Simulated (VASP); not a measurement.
A run of VASP 6.6.1 is set up as follows.

Contents of POSCAR:

```
BaTe
1.0
    0.0268772228      3.9410358890      3.9410358890
    3.9410358890      0.0268772228      3.9410358890
    3.9410358890      3.9410358890      0.0268772228
Ba Te
1 1
Direct
    0.0006499777      0.0006499777      0.0006499777
    0.2493500223      0.2493500223      0.2493500223
```

INCAR.step1

```
SYSTEM = BaTe
PREC = Accurate ; ENCUT = 520
ISMEAR = 0 ; SIGMA = 0.01
LREAL = .False. ; LASPH = .True.
NELM = 60 ; NBANDS = 15
GGA = PE ; ALGO = Normal
EDIFF = 1E-4 ; LWAVE = .True.
LCHARG = .False.
```

The input INCAR.step2:

```
SYSTEM = BaTe
PREC = Accurate ; ENCUT = 520
EDIFF = 1E-6 ; ISMEAR = 0
SIGMA = 0.01 ; LREAL = .False.
LASPH = .True. ; NELM = 60
ALGO = Normal ; ISIF = 2
LWAVE = .False. ; LCHARG = .False.
METAGGA = R2SCAN ; LMIXTAU = .True.
NBANDS = 15 ; ISTART = 1
```

File KPOINTS:

```
regular mesh
0
Gamma
  6 6 6
  0 0 0
```

Potentials or basis: VASP PAW PBE potentials, release 64 (Ba_sv, Te).

Command:

```console
$ cat potpaw_PBE.64/Ba_sv/POTCAR potpaw_PBE.64/Te/POTCAR > POTCAR
$ cp INCAR.step1 INCAR
$ mpirun -np 1 vasp_std > vasp.out
$ cp INCAR.step2 INCAR
$ mpirun -np 1 vasp_std > vasp.out
```

(1) Estimate the band gap on the k mesh.

(2) Estimate the largest force.

(3) Predict the pressure.

## Answers

(1) 2.93 eV, indirect (least direct gap 3.18 eV).

(2) 0.006 eV/Å.

(3) 0.0 GPa.

Caveat: the cell differs from its parent crystal (strain along [111] +1.0%); the PAW data sets were made with another functional, which shifts forces and pressure a little; spin-orbit coupling is left out, which moves the levels of the heavy elements.
